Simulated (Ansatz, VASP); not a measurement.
**One calculation of Zr4H, two programs**

```
Zr H
1.0
     4.06631    0.00000    0.00000
     0.00000    4.06631    0.00000
     0.00000    0.00000    4.06631
Zr H
4 1
Direct
  0.00000 0.50000 0.50000
  0.50000 0.50000 0.00000
  0.50000 0.00000 0.50000
  0.00000 0.00000 0.00000
  0.50000 0.50000 0.50000
```

Change from the starting cell: species swapped into the Fe4N type (Pm-3m, No. 221).

Alike in both runs: task relaxation of cell and atoms; functional PBE; k mesh 4 × 4 × 4; occupations gaussian, width 0.1 eV; no spin polarisation.

```csv
,VASP,Ansatz
version,VASP 6.6.1,Ansatz 0.2.0
potentials or method,"VASP PAW PBE potentials, release 64 (Zr_sv, H), cutoff 600 eV","scalar-relativistic, plane waves, PAW"
valence electrons in the cell,49,49
```

```csv
,VASP,Ansatz,Ansatz less VASP
"gap on the k mesh at the Fermi level, each at its own relaxed structure (eV)",none,none,-
relaxed volume (Å³/atom),18.84,18.75,-0.087
relaxed length of the cell vector where the two differ most in proportion (Å),4.550,4.543,-0.0070
```

A gap of «none» marks a metal or a gap that the smearing closes.

The k mesh is coarse, so the values compare programs but aren't converged. Noted on VASP's run: the volume moved by over 15 % at a fixed basis, so the end points are rough.
